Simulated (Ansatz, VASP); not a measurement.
# CaS in VASP and in Ansatz

File INCAR:

```
PREC     = Accurate       # precision mode
ENCUT    = 500            # plane-wave cutoff, eV
EDIFF    = 1E-6           # SCF threshold, eV
ISMEAR   = -1             # smearing method
SIGMA    = 0.5            # smearing width, eV
LREAL    = F              # projectors in reciprocal space
LASPH    = T              # aspherical terms in the spheres
NELM     = 120            # most SCF steps
ALGO     = Normal         # electronic algorithm
ISIF     = 2              # what is computed and relaxed
LWAVE    = F              # write WAVECAR
LCHARG   = F              # write CHGCAR
GGA      = PE             # functional
NBANDS   = 15             # bands
GGA_COMPAT= F
```

File KPOINTS:

```
Automatic mesh
0
Gamma
  6 6 6
```

Contents of POSCAR:

```
CaS
1.0
    0.0000000000      2.8479357440      2.8479357440
    2.8479357440      0.0000000000      2.8479357440
    2.8479357440      2.8479357440      0.0000000000
Ca S
1 1
Direct
    0.0000000000      0.0000000000      0.0000000000
    0.5000000000      0.5000000000      0.5000000000
```

Input for Ansatz:

```yaml
crystal:
  lattice:
    - [0.0, 2.847935744, 2.847935744]
    - [2.847935744, 0.0, 2.847935744]
    - [2.847935744, 2.847935744, 0.0]
  atoms:
    - { symbol: Ca, position: [0.0, 0.0, 0.0] }
    - { symbol: S, position: [0.5, 0.5, 0.5] }
kpoints:
  mp_grid: { grid: [6, 6, 6] }
hamiltonian:
  xc: pbe
scf:
  occupations: { method: fermi_dirac, width: 0.5 }
  n_extra_bands: 4
output:
  forces: true
  stress: true
  eigenvalues: true
```

Alike in both runs: task single point; functional PBE; k mesh 6 × 6 × 6; occupations fermi-dirac, width 0.5 eV; no spin polarisation.

|  | VASP | Ansatz |
| --- | --- | --- |
| version | VASP 6.6.1 | Ansatz 0.2.0 |
| potentials or method | VASP PAW PBE potentials, release 64 (Ca_sv, S) | plane waves |
| plane-wave cutoff (eV) | 500 | 420 |
| valence electrons in the cell | 16 | 16 |

VASP gave:

```
pressure (GPa) : 0.7
```

Q: What did Ansatz give for the same quantities?

A: Pressure (GPa): 0.5.

The functional is the same, so the differences come from potentials, cutoffs and numerics.
